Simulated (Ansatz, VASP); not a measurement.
# One calculation of TlCuI3, two programs

```
CELL_PARAMETERS angstrom
5.49035 0.00000 0.00000
0.00000 5.49035 0.00000
0.00000 0.00000 5.49035
ATOMIC_POSITIONS crystal
Tl 0.50000 0.50000 0.50000
Cu 0.00000 0.00000 0.00000
I 0.50000 0.00000 0.00000
I 0.00000 0.50000 0.00000
I 0.00000 0.00000 0.50000
```

Alike in both runs: task single point; functional PBE; k mesh 8 × 8 × 8; occupations gaussian, width 0.1 eV; no spin polarisation.

|  | VASP | Ansatz |
| --- | --- | --- |
| version | VASP 6.6.1 | Ansatz 0.2.0 |
| potentials or method | VASP PAW PBE potentials, release 64 (Tl_d, Cu, I), cutoff 520 eV | scalar-relativistic, plane waves, PAW |
| valence electrons in the cell | 45 | 83 |

|  | VASP | Ansatz | Ansatz less VASP |
| --- | --- | --- | --- |
| gap on the k mesh at the Fermi level (eV) | none | none | - |
| pressure (GPa) | 0.9 | 0.9 | -0.02 |

A gap of «none» marks a metal or a gap that the smearing closes. VASP's potentials hold 45 valence electrons a cell and Ansatz's 83, so a difference there can come from the potentials and not from the codes.

Spin-orbit coupling is off throughout.
